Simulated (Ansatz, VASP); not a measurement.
Two plane-wave programs on ZrS

Contents of INCAR:

```
SYSTEM = ZrS
PREC     = Accurate       ! precision mode
ENCUT    = 520            ! plane-wave cutoff, eV
EDIFF    = 1E-6           ! SCF threshold, eV
ISMEAR   = 0              ! smearing method
SIGMA    = 0.15           ! smearing width, eV
LREAL    = .FALSE.        ! projectors in reciprocal space
LASPH    = .TRUE.         ! aspherical terms in the spheres
NELM     = 100            ! most SCF steps
ALGO     = Normal         ! electronic algorithm
ISIF     = 2              ! what is computed and relaxed
LWAVE    = .FALSE.        ! write WAVECAR
LCHARG   = .FALSE.        ! write CHGCAR
GGA      = PS             ! functional
NBANDS   = 16             ! bands
```

The input KPOINTS:

```
Automatic mesh
0
G
  16 16 16
  0 0 0
```

The input POSCAR:

```
ZrS
1.0
    0.0000000000      2.7168080891      2.5231840067
    2.5101379544      0.0000000000      2.5231840067
    2.5101379544      2.7168080891      0.0000000000
Zr S
1 1
Direct
    0.0000000000      0.0000000000      0.0000000000
    0.5000000000      0.5000000000      0.5000000000
```

Input for Ansatz:

```yaml
crystal:
  lattice:
    - [0.0, 2.7168080891, 2.5231840067]
    - [2.5101379544, 0.0, 2.5231840067]
    - [2.5101379544, 2.7168080891, 0.0]
  atoms:
    - { symbol: Zr, position: [0.0, 0.0, 0.0] }
    - { symbol: S, position: [0.5, 0.5, 0.5] }
basis:
  ecutwfc: 420
kpoints:
  mp_grid: { grid: [16, 16, 16] }
hamiltonian:
  xc: pbesol
  pseudopotentials: { kind: paw, azcp: { folder: soft_1 } }
scf:
  occupations: { method: gaussian, width: 0.15 }
output:
  forces: true
  stress: true
  eigenvalues: true
```

Change from the starting cell: strain +e along x and -e along y -0.0400, strain +e along z and -e/2 along x and y -0.0233.

Alike in both runs: task single point; functional PBEsol; k mesh 16 × 16 × 16; occupations gaussian, width 0.15 eV; no spin polarisation.

|  | VASP | Ansatz |
| --- | --- | --- |
| version | VASP 6.6.1 | Ansatz 0.2.0 |
| potentials or method | VASP PAW PBE potentials, release 64 (Zr_sv, S), cutoff 520 eV | scalar-relativistic, plane waves, PAW |
| valence electrons in the cell | 18 | 18 |

VASP gave:

- gap on the k mesh at the Fermi level (eV): none
- pressure (GPa): 2.8
- traceless stress, the component that is largest in VASP (GPa): -13.58

Q: Estimate Ansatz's values.

A: gap on the k mesh at the Fermi level (eV): none; pressure (GPa): 2.6; traceless stress, the component that is largest in VASP (GPa): -13.50.

VASP's potentials were made for PBE, not for PBEsol, and Ansatz warns of the same on its side. A gap of «none» marks a metal or a gap that the smearing closes.
